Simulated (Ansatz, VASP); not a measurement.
Sr2Hf: VASP beside Ansatz

INCAR

```
PREC = Accurate
ENCUT = 600
EDIFF = 1E-6
ISMEAR = 0
SIGMA = 0.1
LREAL = False
LASPH = True
NELM = 100
ALGO = Fast
ISIF = 3
LWAVE = False
LCHARG = False
GGA = PE
IBRION = 2
NSW = 90
EDIFFG = -0.04
```

Contents of KPOINTS:

```
Automatic mesh
0
Gamma
  6 6 2
```

The input POSCAR:

```
Sr2Hf
1.0
    3.6154980407      0.0000000000      0.0000000000
   -1.8077490203      3.1311131506      0.0000000000
    0.0000000000      0.0000000000     14.0628047728
Sr Hf
4 2
Direct
    0.3333333333      0.6666666667      0.6275000000
    0.6666666667      0.3333333333      0.1275000000
    0.3333333333      0.6666666667      0.8725000000
    0.6666666667      0.3333333333      0.3725000000
    0.3333333333      0.6666666667      0.2500000000
    0.6666666667      0.3333333333      0.7500000000
```

Input for Ansatz:

```yaml
crystal:
  lattice:
    - [3.6154980407, 0.0, 0.0]
    - [-1.8077490203, 3.1311131506, 0.0]
    - [0.0, 0.0, 14.0628047728]
  atoms:
    - { symbol: Sr, position: [0.3333333333, 0.6666666667, 0.6275] }
    - { symbol: Sr, position: [0.6666666667, 0.3333333333, 0.1275] }
    - { symbol: Sr, position: [0.3333333333, 0.6666666667, 0.8725] }
    - { symbol: Sr, position: [0.6666666667, 0.3333333333, 0.3725] }
    - { symbol: Hf, position: [0.3333333333, 0.6666666667, 0.25] }
    - { symbol: Hf, position: [0.6666666667, 0.3333333333, 0.75] }
basis:
  ecutwfc: 420
kpoints:
  mp_grid: { grid: [6, 6, 2] }
hamiltonian:
  xc: pbe
scf:
  occupations: { method: gaussian, width: 0.1 }
  lower_state_search: "off"
output:
  forces: true
  stress: true
  eigenvalues: true
relax:
  adjacent_minimum: "off"
  f_tol: 0.04
  max_steps: 70
  cell: { stress_tol: 0.4 }
```

Alike in both runs: task relaxation of cell and atoms; functional PBE; k mesh 6 × 6 × 2; occupations gaussian, width 0.1 eV; no spin polarisation.

```csv
,VASP,Ansatz
version,VASP 6.6.1,Ansatz 0.2.0
potentials or method,"VASP PAW PBE potentials, release 64 (Sr_sv, Hf_pv), cutoff 600 eV","scalar-relativistic, plane waves, PAW"
valence electrons in the cell,60,92
```

```csv
,VASP,Ansatz,Ansatz less VASP
"gap on the k mesh at the Fermi level, each at its own relaxed structure (eV)",none,none,-
relaxed volume (Å³/atom),36.36,36.36,+0.005
relaxed cell length with the largest relative difference (Å),18.549,18.648,+0.0996
```

A gap of «none» marks a metal or a gap that the smearing closes. VASP's potentials hold 60 valence electrons a cell and Ansatz's 92, so a difference there can come from the potentials and not from the codes.

Neither program's run includes spin-orbit coupling. Noted on VASP's run: the volume moved by over 15 % at a fixed basis, so the end points are rough.
